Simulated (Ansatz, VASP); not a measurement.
One calculation of Ge, two programs

```
Ge
1.0
    -0.02998    2.80899    2.80899
     2.80899   -0.02998    2.80899
     2.80899    2.80899   -0.02998
Ge
2
Direct
  0.99924 0.99924 0.99924
  0.25076 0.25076 0.25076
```

Change from the starting cell: strained cell.

Alike in both runs: functional LDA; k mesh 12 × 12 × 12; occupations gaussian, width 0.1 eV; no spin polarisation.

Ansatz relaxed the structure, and its values are those at the end. VASP's run is a single point on that final structure, the one shown.

```csv
,VASP,Ansatz
version,VASP 6.6.1,Ansatz 0.2.0
potentials or method,"VASP PAW LDA potentials, release 64 (Ge_d), cutoff 520 eV","scalar-relativistic, plane waves, PAW"
valence electrons in the cell,28,28
```

Ansatz gave:

| Quantity | Value |
| --- | --- |
| gap on the k mesh at the Fermi level (eV) | none |
| pressure (GPa) | -0.9 |

Problem. What did VASP give for the same quantities?

Solution. gap on the k mesh at the Fermi level (eV): none; pressure (GPa): -0.8.

LDA's correlation is that of Perdew and Zunger in VASP and of Perdew and Wang (1992) in Ansatz. A gap of «none» marks a metal or a gap that the smearing closes. Ansatz's warnings: stress scf threshold loose.
